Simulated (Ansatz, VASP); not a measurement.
**SrTiO3: VASP beside Ansatz**

The input POSCAR:

```
SrTiO3
1.0
   -3.9183917400     -3.9183917400      0.0000000000
   -3.9183917400      3.9183917400      0.0000000000
    0.0000000000      0.0000000000     -3.9183917400
Sr Ti O
2 2 6
Direct
    0.0000000000      0.5000000000      0.5000000000
    0.5000000000      0.0000000000      0.5000000000
    0.0000000000      0.0000000000      0.0000000000
    0.5000000000      0.5000000000      0.0000000000
    0.7500000000      0.7500000000      0.0000000000
    0.2500000000      0.2500000000      0.0000000000
    0.7500000000      0.2500000000      0.0000000000
    0.2500000000      0.7500000000      0.0000000000
    0.0000000000      0.0000000000      0.5000000000
    0.5000000000      0.5000000000      0.5000000000
```

INCAR.step1

```
PREC     = Accurate       # precision mode
ENCUT    = 520            # plane-wave cutoff, eV
ISMEAR   = -1             # smearing method
SIGMA    = 0.1            # smearing width, eV
LREAL    = F              # projectors in reciprocal space
LASPH    = T              # aspherical terms in the spheres
NELM     = 150            # most SCF steps
ISPIN    = 2              # spin polarisation
MAGMOM   = 0 0 0 0 0 0 0 0 0 0 # initial moments
LMAXMIX  = 4              # l up to which the mixer works
NBANDS   = 55             # bands
GGA      = PE             # functional
ALGO     = Normal         # electronic algorithm
EDIFF    = 1E-4           # SCF threshold, eV
LWAVE    = T              # write WAVECAR
LCHARG   = F              # write CHGCAR
```

File INCAR.step2:

```
PREC     = Accurate       # precision mode
ENCUT    = 520            # plane-wave cutoff, eV
EDIFF    = 1E-6           # SCF threshold, eV
ISMEAR   = -1             # smearing method
SIGMA    = 0.1            # smearing width, eV
LREAL    = F              # projectors in reciprocal space
LASPH    = T              # aspherical terms in the spheres
NELM     = 150            # most SCF steps
ALGO     = Normal         # electronic algorithm
ISIF     = 2              # what is computed and relaxed
LWAVE    = F              # write WAVECAR
LCHARG   = T              # write CHGCAR
ISPIN    = 2              # spin polarisation
MAGMOM   = 0 0 0 0 0 0 0 0 0 0 # initial moments
LORBIT   = 11             # projections on sites
LMAXMIX  = 4              # l up to which the mixer works
METAGGA  = R2SCAN         # meta-GGA
LMIXTAU  = T            
LELF     = T              # ELF
LVHAR    = T            
NBANDS   = 55             # bands
ISTART   = 1
```

KPOINTS

```
Automatic mesh
0
Gamma
  3 3 5
```

Input for Ansatz:

```yaml
crystal:
  lattice:
    - [3.91839174, 3.91839174, 0.0]
    - [3.91839174, -3.91839174, 0.0]
    - [0.0, 0.0, 3.91839174]
  atoms:
    - { symbol: Sr, position: [0.0, 0.5, 0.5] }
    - { symbol: Sr, position: [0.5, 0.0, 0.5] }
    - { symbol: Ti, position: [0.0, 0.0, 0.0] }
    - { symbol: Ti, position: [0.5, 0.5, 0.0] }
    - { symbol: O, position: [0.25, 0.25, 0.0] }
    - { symbol: O, position: [0.75, 0.75, 0.0] }
    - { symbol: O, position: [0.25, 0.75, 0.0] }
    - { symbol: O, position: [0.75, 0.25, 0.0] }
    - { symbol: O, position: [0.0, 0.0, 0.5] }
    - { symbol: O, position: [0.5, 0.5, 0.5] }
kpoints:
  mp_grid: { grid: [3, 3, 5], shift: [0.0, 0.0, 0.0] }
  band_path:
    path:
      - [0.0, 0.0, 0.0]
      - [0.5, -0.5, 0.0]
      - [1.0, 0.0, 0.0]
      - [0.0, 0.0, 0.0]
      - [1.0, 0.0, 0.5]
      - [0.5, -0.5, 0.0]
    npoints: 10
magnetization:
  spin_polarized: true
scf:
  occupations: { method: fermi_dirac }
  lower_state_search: "off"
  max_iter: 200
hamiltonian:
  pseudopotentials: { kind: paw }
  xc: r2scan
basis:
  ecutwfc: 500
  fft_grid_basis: typed
output:
  forces: true
  stress: true
  eigenvalues: true
  bader: true
  populations: true
  elf: true
  write_potential: true
  volumetric_format: npy
  dos:
    e_range: [-12, 8]
    de: 0.05
    projected: { site_lists: { O: [O], Sr: [Sr], Ti: [Ti] } }
checkpoint:
  read: saved_state
```

Alike in both runs: task single point; functional r2SCAN; k mesh 3 × 3 × 5; collinear spin.

|  | VASP | Ansatz |
| --- | --- | --- |
| version | VASP 6.6.1 | Ansatz 0.2.0 |
| potentials or method | VASP PAW PBE potentials, release 64 (Sr_sv, Ti_sv, O), cutoff 520 eV | PAW plane waves |
| occupations | fermi-dirac, width 0.1 eV | fermi-dirac |
| valence electrons in the cell | 80 | 80 |

|  | VASP | Ansatz | Ansatz less VASP |
| --- | --- | --- | --- |
| pressure (GPa) | -0.7 | -1.6 | -0.93 |
| net moment per atom (μB) | 0.00 | 0.00 | 0.000 |

VASP's potentials were made for PBE, not for r2SCAN. Ansatz's warnings: no starting moments.
